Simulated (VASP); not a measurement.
A run of VASP 6.6.1 is set up as follows.

Contents of INCAR:

```
ALGO     = Normal         # electronic algorithm
EDIFF    = 1E-6           # SCF threshold, eV
ENCUT    = 520            # plane-wave cutoff, eV
GGA      = PE             # functional
ISIF     = 2              # what is computed and relaxed
ISMEAR   = 0              # smearing method
IVDW     = 12             # dispersion correction
LASPH    = True           # aspherical terms in the spheres
LCHARG   = False          # write CHGCAR
LREAL    = False          # projectors in reciprocal space
LWAVE    = False          # write WAVECAR
NBANDS   = 74             # bands
NELM     = 80             # most SCF steps
PREC     = Accurate       # precision mode
SIGMA    = 0.1            # smearing width, eV
```

File KPOINTS:

```
k-points
0
Gamma
  2 2 1
```

File POSCAR:

```
Sr12Si
1.0
    8.5984180000      0.0000000000      0.0000000000
    4.2992090000      7.4464490000      0.0000000000
    0.0000000000      0.0000000000     18.0205790000
Sr Si
12 1
Direct
    0.1666667136      0.1666666890      0.0554921127
    0.6666667136      0.1666666890      0.0554921127
    0.1666666219      0.6666667562      0.0554921127
    0.6666666219      0.6666667562      0.0554921127
   -0.1570951289      0.3232709980      0.2521220323
    0.3214635591      0.3399995085      0.2354579728
   -0.1572057526      0.8355976117      0.2522696968
    0.3482129854      0.8268437748      0.2496331555
    0.0297115790     -0.0138208158      0.4521995658
    0.4416055053      0.0634726700      0.4224282139
   -0.1595135570      0.5810134468      0.4559637068
    0.4418873820      0.4976854068      0.4220401575
    0.4322147580      0.7850755441      0.5064053158
```

Potentials or basis: VASP PAW PBE potentials, release 64 (Sr_sv, Si).

Command:

```sh
$ cat potpaw_PBE.64/Sr_sv/POTCAR potpaw_PBE.64/Si/POTCAR > POTCAR
$ mpirun -np 1 vasp_std > vasp.out
```

Question: Predict the band gap on the k mesh.

Answer: 0.06 eV (least direct gap 0.15 eV).

Question: What does it give for the largest force?

Answer: 0.119 eV/Å.

Question: What does it give for the dispersion energy per atom?

Answer: -0.147 eV.

Forces on the atoms (eV/Å):
```
Sr  -0.049 -0.019 -0.050
Sr   0.027 -0.015 -0.003
Sr  -0.008  0.055 -0.051
Sr   0.060 -0.034  0.097
Sr  -0.002  0.003  0.002
Sr   0.000  0.001  0.008
Sr  -0.002 -0.001  0.000
Sr   0.000  0.002 -0.008
Sr  -0.015  0.011  0.000
Sr   0.008  0.019 -0.008
Sr   0.002 -0.002 -0.001
Sr  -0.015 -0.022 -0.006
Si  -0.007  0.004  0.020
```

Caveat: the k points lie up to 0.42 Å⁻¹ apart; there is no dipole correction, which matters where the two faces differ.
